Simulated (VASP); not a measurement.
Wanted: the native input for a VASP 6.6.1 run.

- Task: single point
- Functional: LDA
- Potentials or basis: VASP PAW LDA potentials, release 64 (Rb_sv, Cd)
- Cutoff: 400 eV
- k mesh: 3 × 3 × 3, shifted
- Occupations: methfessel-paxton, width 0.05 eV
- Spin: no spin polarisation
- Dipole correction: no
- k mesh for the DOS: 5 × 5 × 5
- Occupations for the DOS: tetrahedron
- Further INCAR settings: ALGO = Normal; EDIFF = 1e-06; NBANDS = 28

Rb3Cd:

```
CELL_PARAMETERS angstrom
6.31250 0.00000 0.00000
0.00000 6.31250 0.00000
0.00000 0.00000 6.31250
ATOMIC_POSITIONS crystal
Rb 0.00000 0.50000 0.50000
Rb 0.50000 0.00000 0.50000
Rb 0.50000 0.50000 0.00000
Cd 0.00000 0.00000 0.00000
```

The input as run:

POSCAR

```
Rb3Cd
1.0
    6.3125020000      0.0000000000      0.0000000000
    0.0000000000      6.3125020000      0.0000000000
    0.0000000000      0.0000000000      6.3125020000
Rb Cd
3 1
Direct
    0.0000000000      0.5000000000      0.5000000000
    0.5000000000      0.0000000000      0.5000000000
    0.5000000000      0.5000000000      0.0000000000
    0.0000000000      0.0000000000      0.0000000000
```

INCAR.step1

```
SYSTEM = Rb3Cd
ALGO = Normal ; EDIFF = 1E-6
ENCUT = 400 ; GGA_COMPAT = .FALSE.
ISIF = 2 ; ISMEAR = 1
LASPH = .TRUE. ; LCHARG = .TRUE.
LORBIT = 11 ; LREAL = .FALSE.
LWAVE = .FALSE. ; NBANDS = 28
NEDOS = 2001 ; NELM = 120
PREC = Accurate ; SIGMA = 0.05
```

KPOINTS.step1

```
Automatic mesh
0
Gamma
  3 3 3
  0.5 0.5 0.5
```

INCAR.step2

```
SYSTEM = Rb3Cd
ALGO = Normal ; EDIFF = 1E-6
ENCUT = 400 ; GGA_COMPAT = .FALSE.
ICHARG = 11 ; ISIF = 2
ISMEAR = -5 ; LASPH = .TRUE.
LCHARG = .FALSE. ; LORBIT = 11
LREAL = .FALSE. ; LWAVE = .FALSE.
NBANDS = 28 ; NEDOS = 2001
NELM = 120 ; PREC = Accurate
SIGMA = 0.05
```

KPOINTS.step2

```
k-points
0
G
  5 5 5
  0 0 0
```

Potentials or basis: VASP PAW LDA potentials, release 64 (Rb_sv, Cd).

The run is started by

```console
$ cat potpaw_LDA.64/Rb_sv/POTCAR potpaw_LDA.64/Cd/POTCAR > POTCAR
$ cp INCAR.step1 INCAR
$ cp KPOINTS.step1 KPOINTS
$ mpirun -np 1 vasp_std > vasp.out
$ cp INCAR.step2 INCAR
$ cp KPOINTS.step2 KPOINTS
$ mpirun -np 1 vasp_std > vasp.out
```

It gave:

```json
{
 "Valence electrons inside the program's atomic spheres": "Rb 7.28; Cd 10.27"
}
```

Wall time 48 s on 1 thread of AMD EPYC 7R13 (shared host), peak memory 0.17 GiB.
